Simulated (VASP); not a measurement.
# Li2H (I4/mmm) in VASP: a series of runs, part 2 of 2

VASP 6.6.1.

## 4. Relaxation of cell and atoms, PBE

INCAR reads:

```
SYSTEM = Li2H
ALGO = Normal
EDIFF = 1E-6
EDIFFG = -0.04
ENCUT = 600
GGA = PE
IBRION = 2
ISIF = 3
ISMEAR = 0
LASPH = .TRUE.
LCHARG = .FALSE.
LREAL = .FALSE.
LWAVE = .FALSE.
NELM = 80
NSW = 90
PREC = Accurate
SIGMA = 0.1
```

KPOINTS reads:

```
k-points
0
G
  8 8 8
  0 0 0
```

POSCAR reads:

```
Li2H
1.0
   -1.6944716364      1.6944716364      2.7791077223
    1.6944716364     -1.6944716364      2.7791077223
    1.6944716364      1.6944716364     -2.7791077223
Li H
2 1
Direct
    0.5930000000      0.5930000000      0.0000000000
    0.4070000000      0.4070000000      0.0000000000
    0.0000000000      0.0000000000      0.0000000000
```

Command:

```
$ cat potpaw_PBE.64/Li_sv/POTCAR potpaw_PBE.64/H/POTCAR > POTCAR
$ mpirun -np 1 vasp_std > vasp.out
```

Wall time 3.5 min (1 thread of Intel Xeon Platinum 8259CL at 2.50GHz (Skylake/Cascade Lake), shared host); peak memory 0.16 GiB.

It converged, with:

- Free energy: -6.4037 eV
- Relaxed volume: 14.13 Å³/atom
- Relaxed cell: a = 3.991 Å, b = 3.991 Å, c = 3.991 Å, α = 123.43°, β = 123.43°, γ = 84.16°
- Space group after relaxing (to 0.05 Å): I4/mmm (No. 139)
- Energy gained by relaxing: 1830.6 meV/atom
- Ionic steps: 18
- Pressure after relaxing: -0.1 GPa
- Largest force after relaxing: 0.038 eV/Å

Forces in eV/Å, atoms in the order of the input:
```
Li   0.000  0.000  0.038
Li   0.000  0.000 -0.038
H    0.000  0.000  0.000
```

Stress tensor (GPa, compression positive):
```
-0.04  0.00  0.00
 0.00 -0.04  0.00
 0.00  0.00 -0.33
```

Step by step:
```tsv
step	energy change (eV)	largest force (eV/Å)	pressure (GPa)	volume (Å³)
1	0.0000	20.1121	21.79	31.92
2	-4.2717	0.3392	5.90	37.83
3	-4.3303	0.4197	5.63	37.65
4	-4.4014	0.5060	5.31	37.44
5	-5.2731	0.2487	2.07	34.84
6	-5.0494	1.4254	2.28	33.42
7	-5.2970	0.0666	2.00	34.56
8	-5.3010	0.1157	1.96	34.37
9	-5.3014	0.0695	1.96	34.42
10	-5.3183	0.1422	1.53	35.03
11	-5.3610	0.3406	0.46	36.91
12	-5.4033	0.6333	-0.87	40.72
13	-5.4202	0.5988	-0.88	41.18
14	-5.4546	0.4602	-0.71	42.53
15	-5.4232	0.0122	0.03	45.18
16	-5.4595	0.3821	-0.59	43.21
17	-5.4743	0.2812	-0.48	42.99
18	-5.4917	0.0378	-0.14	42.39
```

Final structure:
```cif
data_structure
_symmetry_space_group_name_H-M 'P 1'
_symmetry_Int_Tables_number 1
_cell_length_a 3.9912
_cell_length_b 3.9912
_cell_length_c 3.9912
_cell_angle_alpha 123.426
_cell_angle_beta 123.426
_cell_angle_gamma 84.162
_cell_volume 42.39
loop_
_atom_site_label
_atom_site_type_symbol
_atom_site_fract_x
_atom_site_fract_y
_atom_site_fract_z
_atom_site_occupancy
Li1 Li 0.71262 0.71262 0.00000 1
Li2 Li 0.28738 0.28738 0.00000 1
H1 H 0.00000 0.00000 0.00000 1
```

Levels at points of the mesh, in eV from the Fermi level:
```tsv
k point	band 1	band 2	band 3	band 4	band 5	band 6	band 7
(0.00, 0.00, 0.00)	-47.21	-47.15	-5.68	2.17	6.08	6.08	8.85
(0.50, 0.00, 0.00)	-47.19	-47.17	-4.26	-0.81	3.21	4.54	6.44
(0.50, 0.50, 0.00)	-47.19	-47.17	-3.34	-0.94	2.34	2.53	4.53
(0.50, 0.50, 0.50)	-47.19	-47.17	-4.46	0.58	3.06	3.06	3.96
```

Caveat: the cutoff is under 1.25 times the usual one of these potentials, so pressure, stress and relaxed cells hold a basis-set (Pulay) error; the volume moved by over 15 % at a fixed basis, so the end points are rough.

## 5. Single point, PBE

This run uses another cell than the first one, of 14.58 Å³/atom, 1.371 times its volume.

INCAR reads:

```
PREC = Accurate
ENCUT = 520
EDIFF = 1E-7
ISMEAR = 0
SIGMA = 0.1
LREAL = F
LASPH = T
NELM = 100
ALGO = Normal
ISIF = 2
LWAVE = F
LCHARG = F
GGA = PE
NBANDS = 10
```

KPOINTS reads:

```
regular mesh
0
Gamma
  18 18 18
```

POSCAR reads:

```
Li2H
1.0
   -1.9196372016      1.9196372016      2.9683517990
    1.9196372016     -1.9196372016      2.9683517990
    1.9196372016      1.9196372016     -2.9683517990
Li H
2 1
Direct
    0.7157902942      0.7157902942      0.0000000000
    0.2842097058      0.2842097058      0.0000000000
    0.0000000000      0.0000000000      0.0000000000
```

Command:

```
$ cat potpaw_PBE.64/Li_sv/POTCAR potpaw_PBE.64/H/POTCAR > POTCAR
$ mpirun -np 1 vasp_std > vasp.out
```

Wall time 2.1 min (1 thread of Intel Xeon 6975P-C (Granite Rapids), shared host); peak memory 0.3 GiB.

The run converged. Its results:

| Property | Result |
| --- | --- |
| Free energy | -6.4137 eV |
| Largest force | 0.006 eV/Å |

Forces in eV/Å, atoms in the order of the input:
```
Li   0.000  0.000 -0.006
Li   0.000  0.000  0.006
H    0.000  0.000  0.000
```

Levels at points of the mesh, in eV from the Fermi level:
```csv
k point,band 1,band 2,band 3,band 4,band 5,band 6
"(0.00, 0.00, 0.00)",-47.17,-47.11,-5.54,2.00,6.01,6.01
"(0.50, 0.00, 0.00)",-47.14,-47.13,-4.15,-0.77,3.14,4.66
"(0.50, 0.50, 0.00)",-47.15,-47.13,-3.30,-0.86,2.40,2.43
"(0.50, 0.50, 0.50)",-47.14,-47.13,-4.33,0.69,3.01,3.01
```

Caveat: the cutoff is under 1.25 times the usual one of these potentials, so pressure, stress and relaxed cells hold a basis-set (Pulay) error.

## 6. Single point, PBE

INCAR reads:

```
SYSTEM = Li2H
PREC = Accurate
ENCUT = 910
EDIFF = 1E-6
ISMEAR = 0
SIGMA = 0.1
LREAL = .False.
LASPH = .True.
NELM = 120
ALGO = Normal
ISIF = 2
LWAVE = .False.
LCHARG = .False.
GGA = PE
NBANDS = 10
GGA_COMPAT = .False.
```

KPOINTS reads:

```
regular mesh
0
Gamma
  8 8 8
  0 0 0
```

POSCAR reads:

```
Li2H
1.0
   -1.6944716364      1.6944716364      2.7791077223
    1.6944716364     -1.6944716364      2.7791077223
    1.6944716364      1.6944716364     -2.7791077223
Li H
2 1
Direct
    0.5930000000      0.5930000000      0.0000000000
    0.4070000000      0.4070000000      0.0000000000
    0.0000000000      0.0000000000      0.0000000000
```

Potentials or basis: VASP PAW PBE potentials, release 64 (Li_sv, H_h).

Command:

```
$ cat potpaw_PBE.64/Li_sv/POTCAR potpaw_PBE.64/H_h/POTCAR > POTCAR
$ mpirun -np 1 vasp_std > vasp.out
```

OUTCAR:

```text
SYSTEM = Li2H
   PREC = Accurate
   ENCUT = 910
   EDIFF = 1E-6
   ISMEAR = 0
   LREAL = .False.
   LASPH = .True.
   NELM = 120
   ISIF = 2
   GGA = PE

 ion  position               nearest neighbor table
   1  0.593  0.593  0.000-   2 1.03
   2  0.407  0.407  0.000-   1 1.03
   3  0.000  0.000  0.000-

 -----------------------------------------------------------------------------
|                                                                             |
|           W    W    AA    RRRRR   N    N  II  N    N   GGGG   !!!           |
|           W    W   A  A   R    R  NN   N  II  NN   N  G    G  !!!           |
|           W    W  A    A  R    R  N N  N  II  N N  N  G       !!!           |
|           W WW W  AAAAAA  RRRRR   N  N N  II  N  N N  G  GGG   !            |
|           WW  WW  A    A  R   R   N   NN  II  N   NN  G    G                |
|           W    W  A    A  R    R  N    N  II  N    N   GGGG   !!!           |
|                                                                             |
|     The distance between some ions is very small. Please check the          |
|     nearest-neighbor list in the OUTCAR file.                               |
|     I HOPE YOU KNOW WHAT YOU ARE DOING!                                     |
|                                                                             |
 -----------------------------------------------------------------------------

  LATTYP: Found a body centered tetragonal cell.
 ALAT       =     3.3889432728
 C/A-ratio  =     1.6401028277

  Lattice vectors:

 A1 = (  -1.6944716364,   1.6944716364,   2.7791077223)
 A2 = (   1.6944716364,  -1.6944716364,   2.7791077223)
 A3 = (   1.6944716364,   1.6944716364,  -2.7791077223)

Analysis of symmetry for initial positions (statically):
=====================================================================
 Subroutine PRICEL returns:
 Original cell was already a primitive cell.

 Routine SETGRP: Setting up the symmetry group for a
 body centered tetragonal supercell.

 Subroutine GETGRP returns: Found 16 space group operations
 (whereof 16 operations were pure point group operations)
 out of a pool of 16 trial point group operations.

The static configuration has the point symmetry D_4h.

Analysis of symmetry for dynamics (positions and initial velocities):
=====================================================================
 Subroutine PRICEL returns:
 Original cell was already a primitive cell.

 Routine SETGRP: Setting up the symmetry group for a
 body centered tetragonal supercell.

 Subroutine GETGRP returns: Found 16 space group operations
 (whereof 16 operations were pure point group operations)
 out of a pool of 16 trial point group operations.

The dynamic configuration has the point symmetry D_4h.

 Subroutine INISYM returns: Found 16 space group operations
 (whereof 16 operations are pure point group operations),
 and found     1 'primitive' translations

----------------------------------------------------------------------------------------

                                     Primitive cell

  volume of cell :      31.9179

  direct lattice vectors                    reciprocal lattice vectors
    -1.694471636  1.694471636  2.779107722     0.000000000  0.295077232  0.179913861
     1.694471636 -1.694471636  2.779107722     0.295077232  0.000000000  0.179913861
     1.694471636  1.694471636 -2.779107722     0.295077232  0.295077232  0.000000000

  length of vectors
[... 67 lines left out ...]
   number of dos      NEDOS =    301   number of ions     NIONS =      3
   total plane-waves  NPLWV =  46656
   dimension x,y,z NGX =    36 NGY =   36 NGZ =   36
   dimension x,y,z NGXF=    72 NGYF=   72 NGZF=   72
   ions per type =               2   1
   NGX,Y,Z   is equivalent  to a cutoff of  16.31, 16.31, 16.31 a.u.
   NGXF,Y,Z  is equivalent  to a cutoff of  32.62, 32.62, 32.62 a.u.
 SYSTEM =  Li2H
   PREC   = accura    normal or accurate (medium, high low for compatibility)
   ISTART =      0    job   : 0-new  1-cont  2-samecut
   ICHARG =      2    charge: 1-file 2-atom 10-const
   ISPIN  =      1    spin polarized calculation?
   LNONCOLLINEAR =      F non collinear calculations
   LSORBIT =      F    spin-orbit coupling
   LASPH  =      T    aspherical Exc in radial PAW
   ENCUT  =  910.0 eV  66.88 Ry    8.18 a.u.   9.03  9.03  9.03*2*pi/ulx,y,z
   NELM   =    120;   NELMIN=  2; NELMDL= -5     # of ELM steps
   EDIFF  = 0.1E-05   stopping-criterion for ELM
   LREAL  =      F    real-space projection
   EDIFFG = 0.1E-04   stopping-criterion for IOM
   NSW    =      0    number of steps for IOM
   IBRION =     -1    ionic relax: 0-MD 1-quasi-New 2-CG
   NFREE  =      0    steps in history (QN), initial steepest desc. (CG)
   ISIF   =      2    stress and relaxation
   ISYM   =      2    0-nonsym 1-usesym 2-fastsym
   POTIM  = 0.5000    time-step for ionic-motion
   TEBEG  =    0.0;   TEEND  =   0.0 temperature during run
   PSTRESS=    0.0 pullay stress
   NELECT =       7.0000    total number of electrons
   NUPDOWN=      -1.0000    fix difference up-down
   EMIN   =  10.00;   EMAX   =-10.00  energy-range for DOS
   EFERMI =   0.00;   METHOD = LEGACY
   ISMEAR =     0;   SIGMA  =   0.10  broadening in eV -4-tet -1-fermi 0-gaus
   EFERMI_NEDOS =   21; number of points for ismear=-14 and -15
   IALGO  =     38    algorithm
   IMIX   =      4    mixing-type and parameters
     AMIX     =   0.40;   BMIX     =  1.00
     AMIX_MAG =   1.60;   BMIX_MAG =  1.00
  volume/ion in A,a.u.               =      10.64        71.80
  Fermi-wavevector in a.u.,A,eV,Ry     =   0.987255  1.865642 13.261234  0.974673
  Thomas-Fermi vector in A             =   2.118696
   LORBIT       =      0    0 simple, 1 ext, 2 COOP (PROOUT), +10 PAW based schemes
   GGA     = PE    functional components
   LHFCALC =     F    Hartree Fock is set to
   AEXX    =    0.0000 exact exchange contribution
   IVDW    =     0    specifies the selected vdW correction
   LEPSILON=     F    determine dielectric tensor
   LRPA    =     F    only Hartree local field effects (RPA)
 non-spin polarized calculation
 Gauss-broadening in eV      SIGMA  =   0.10
  energy-cutoff  :      910.00
  volume of cell :       31.92
 maximum number of plane-waves:      2016
   NGX = 19   NGY = 19   NGZ = 19

 number of electron       7.0000001 magnetization

 Free energy of the ion-electron system (eV)
  ---------------------------------------------------
  ext. energy  EPLUGINS =         0.00000000
  ---------------------------------------------------
  free energy    TOTEN  =        -0.93640377 eV

  energy without entropy =       -0.93372246  energy(sigma->0) =       -0.93506311

 E-fermi :   2.3663     XC(G=0):  -8.1668

 val. band max:        2.3418440209   @ k =  -0.3750   0.3750   0.0000
 cond. band min:       2.4424523438   @ k =   0.5000   0.2500   0.1250
 fundamental gap:      0.1006083229
 Fermi energy:         2.3663370776

 k-point     1 :       0.0000    0.0000    0.0000
  band No.  band energies     occupation
      1     -51.3850      2.00000
      2     -45.1090      2.00000
      3      -4.5301      2.00000
      4       7.9599      0.00000
      5       7.9599      0.00000
      6       8.0045      0.00000
      7      11.9023      0.00000
      8      11.9023      0.00000
      9      12.1332      0.00000
     10      12.2803      0.00000
[... 287 lines left out ...]
 k-point    24 :       0.3750    0.1250    0.1250
  band No.  band energies     occupation
      1     -51.3776      2.00000
      2     -45.1156      2.00000
      3      -2.4114      2.00000
      4       1.8754      2.00000
      5       4.0394      0.00000
      6       6.7472      0.00000
      7       8.6124      0.00000
      8      10.7530      0.00000
      9      13.5305      0.00000
     10      13.9253      0.00000

 [... further k-points ...]
[... 5 lines left out ...]
  --------------------------------------------------------------------------------------
  -------------------------------------------------------------------------------------
  Total       -2.6960896     -2.6960896     18.3337014      0.0000000      0.0000000      0.0000000
  in kB     -135.3352470   -135.3352470    920.2943501      0.0000000      0.0000000      0.0000000
  external PRESSURE =     216.5412854 kB  Pullay stress =       0.0000000 kB

 VOLUME and BASIS-vectors are now :
 -----------------------------------------------------------------------------
  energy-cutoff  :      910.00
  volume of cell :       31.92
      direct lattice vectors                 reciprocal lattice vectors
    -1.694471636  1.694471636  2.779107722     0.000000000  0.295077232  0.179913861
     1.694471636 -1.694471636  2.779107722     0.295077232  0.000000000  0.179913861
     1.694471636  1.694471636 -2.779107722     0.295077232  0.295077232  0.000000000

 POSITION                                       TOTAL-FORCE (eV/Angst)
 -----------------------------------------------------------------------------------
      0.00000      0.00000      3.29602        -0.000000     -0.000000     19.794544
      0.00000      0.00000      2.26219         0.000000      0.000000    -19.794544
      0.00000      0.00000      0.00000        -0.000000     -0.000000      0.000000
 -----------------------------------------------------------------------------------
    total drift:                               -0.000000      0.000000     -0.000000

  FREE ENERGIE OF THE ION-ELECTRON SYSTEM (eV)
  ---------------------------------------------------
  free  energy   TOTEN  =        -0.9364037672 eV

  energy  without entropy=       -0.9337224613  energy(sigma->0) =       -0.93506311
```

OSZICAR:

```text
N       E                     dE             d eps       ncg     rms          rms(c)
DAV:   1     0.282210864176E+02    0.28221E+02   -0.41443E+03  1180   0.888E+02
DAV:   2     0.237736374887E+01   -0.25844E+02   -0.25493E+02  1718   0.165E+02
DAV:   3    -0.918693143811E+00   -0.32961E+01   -0.32061E+01  1860   0.375E+01
DAV:   4    -0.981386489865E+00   -0.62693E-01   -0.62596E-01  1646   0.614E+00
DAV:   5    -0.981783444489E+00   -0.39695E-03   -0.39684E-03  1620   0.421E-01    0.180E+00
DAV:   6    -0.933902410083E+00    0.47881E-01   -0.89122E-02  1590   0.114E+00    0.102E+00
DAV:   7    -0.933798712505E+00    0.10370E-03   -0.67573E-02  1736   0.140E+00    0.392E-01
DAV:   8    -0.936385849815E+00   -0.25871E-02   -0.78436E-03  1320   0.797E-01    0.437E-02
DAV:   9    -0.936406180145E+00   -0.20330E-04   -0.64064E-04  1634   0.182E-01    0.160E-02
DAV:  10    -0.936404564060E+00    0.16161E-05   -0.22671E-05  1554   0.449E-02    0.646E-03
DAV:  11    -0.936403767172E+00    0.79689E-06   -0.29154E-06  1646   0.155E-02
   1 F= -.93640377E+00 E0= -.93506311E+00  d E =-.268131E-02
```

stdout:

```text
POSCAR found type information on POSCAR LiH
 POSCAR found :  2 types and       3 ions
 scaLAPACK will be used
 LDA part: xc-table for (Slater+PW92), standard interpolation
 -----------------------------------------------------------------------------
|                                                                             |
|           W    W    AA    RRRRR   N    N  II  N    N   GGGG   !!!           |
|           W    W   A  A   R    R  NN   N  II  NN   N  G    G  !!!           |
|           W    W  A    A  R    R  N N  N  II  N N  N  G       !!!           |
|           W WW W  AAAAAA  RRRRR   N  N N  II  N  N N  G  GGG   !            |
|           WW  WW  A    A  R   R   N   NN  II  N   NN  G    G                |
|           W    W  A    A  R    R  N    N  II  N    N   GGGG   !!!           |
|                                                                             |
|     The distance between some ions is very small. Please check the          |
|     nearest-neighbor list in the OUTCAR file.                               |
|     I HOPE YOU KNOW WHAT YOU ARE DOING!                                     |
|                                                                             |
 -----------------------------------------------------------------------------

 POSCAR, INCAR and KPOINTS ok, starting setup
 FFT: planning ... GRIDC
 FFT: planning ... GRID_SOFT
 FFT: planning ... GRID
 WAVECAR not read
 entering main loop
```

It took 15 s on 1 thread of Intel Xeon 6975P-C (Granite Rapids), shared host; peak memory 0.21 GiB.

Results:

```yaml
Free_energy: -0.9364 eV
Pressure: 21.7 GPa
Largest_force: 19.795 eV/Å
```

Forces on the atoms (eV/Å):
```
Li    0.000   0.000  19.795
Li    0.000   0.000 -19.795
H     0.000   0.000   0.000
```

Levels at points of the mesh, in eV from the Fermi level:
```
           k point  band 1  band 2  band 3  band 4  band 5  band 6  band 7  band 8
(0.00, 0.00, 0.00)  -53.75  -47.48   -6.90    5.59    5.59    5.64    9.54    9.54
(0.50, 0.00, 0.00)  -53.74  -47.48   -5.45   -0.15    4.20    5.17    6.07    6.33
(0.50, 0.50, 0.00)  -53.74  -47.48   -3.48   -1.99    1.64    3.98    4.20    7.79
(0.50, 0.50, 0.50)  -53.74  -47.49   -4.44   -1.97    2.67    2.67    6.59    8.37
```

Caveat: forces of over 1 eV/Å act on the atoms, so gaps and moduli don't describe the material at rest.

## 7. Summary

```tsv
task	potentials or basis	cell	k mesh	cutoff (eV)	second run	gap on the mesh (eV)	pressure (GPa)	largest force (eV/Å)
single point	VASP PAW PBE potentials, release 64 (Li_sv, H)	a = 3.670 Å, angles 125.0, 125.0, 81.5°, 3 atoms	8 × 8 × 8	520	-	none	-	20.27
single point	VASP PAW PBE potentials, release 64 (Li_sv, H)	a = 4.012 Å, angles 123.2, 123.2, 84.6°, 3 atoms	8 × 8 × 8	520	-	none	-	0.02
relaxation of cell and atoms	VASP PAW PBE potentials, release 64 (Li_sv, H)	relaxed from a = 3.670 Å, angles 125.0, 125.0, 81.5°, 3 atoms	8 × 8 × 8	600	-	none	-0.1	0.04
single point	VASP PAW PBE potentials, release 64 (Li_sv, H)	a = 4.023 Å, angles 123.0, 123.0, 84.9°, 3 atoms	18 × 18 × 18	520	-	none	-	0.01
single point	VASP PAW PBE potentials, release 64 (Li_sv, H_h)	a = 3.670 Å, angles 125.0, 125.0, 81.5°, 3 atoms	8 × 8 × 8	910	hard_potentials	none	21.7	19.79
```

Alike in all rows: level PBE; no spin polarisation; smearing gaussian 0.1 eV.

Caveats: the cutoff is under 1.25 times the usual one of these potentials, so pressure, stress and relaxed cells hold a basis-set (Pulay) error (some runs); forces of over 1 eV/Å act on the atoms, so gaps and moduli don't describe the material at rest (some runs); the volume moved by over 15 % at a fixed basis, so the end points are rough (some runs).

Absolute energies hang on the potentials; compare differences alone.
